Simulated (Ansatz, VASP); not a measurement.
Two plane-wave programs on EuS

Contents of INCAR:

```
  PREC = Accurate
  ENCUT = 600
  EDIFF = 1E-6
  ISMEAR = -1
  SIGMA = 0.15
  LREAL = False
  LASPH = True
  NELM = 200
  ALGO = Normal
  ISIF = 2
  LWAVE = False
  LCHARG = False
  ISPIN = 2
  MAGMOM = 9.1 0
  LORBIT = 11
  LMAXMIX = 6
  GGA = PS
  NBANDS = 22
  GGA_COMPAT = False
```

File KPOINTS:

```
Automatic mesh
0
Gamma
  10 10 10
```

POSCAR

```
EuS
1.0
    0.0000000000      2.9785000000      2.9785000000
    2.9785000000      0.0000000000      2.9785000000
    2.9785000000      2.9785000000      0.0000000000
Eu S
1 1
Direct
    0.0000000000      0.0000000000      0.0000000000
    0.5000000000      0.5000000000      0.5000000000
```

Input for Ansatz:

```yaml
crystal:
  lattice:
    - [0.0, 2.9785, 2.9785]
    - [2.9785, 0.0, 2.9785]
    - [2.9785, 2.9785, 0.0]
  atoms:
    - { symbol: Eu, position: [0.0, 0.0, 0.0] }
    - { symbol: S, position: [0.5, 0.5, 0.5] }
basis:
  ecutwfc: 420.0
kpoints:
  mp_grid:
    grid: [10, 10, 10]
    shift: [0.0, 0.0, 0.0]
hamiltonian:
  xc: pbesol
  hubbard:
    - { species: Eu, l: f, u_eff: 0.0 }
magnetization:
  spin_polarized: true
  per_species:
    Eu: 9.1
scf:
  occupations:
    method: fermi_dirac
    width: 0.15
output:
  eigenvalues: true
```

Alike in both runs: task single point; functional PBEsol; k mesh 10 × 10 × 10; occupations fermi-dirac, width 0.15 eV; collinear spin.

|  | VASP | Ansatz |
| --- | --- | --- |
| version | VASP 6.6.1 | Ansatz 0.2.0 |
| potentials or method | VASP PAW PBE potentials, release 64 (Eu, S), cutoff 600 eV | plane waves, PAW |
| valence electrons in the cell | 23 | 23 |

|  | VASP | Ansatz | Ansatz less VASP |
| --- | --- | --- | --- |
| gap on the k mesh at the Fermi level (eV) | none | none | - |
| net moment per atom (μB) | 3.46 | 3.46 | +0.004 |
| size of the moment on the site where the two differ most (μB) | 6.56 | 6.71 | +0.158 |

VASP's potentials were made for PBE, not for PBEsol. Site moments also hang on the region over which each program counts them. A gap of «none» marks a metal or a gap that the smearing closes. Ansatz's warnings: given moment on shells.

Spin-orbit coupling is off throughout.
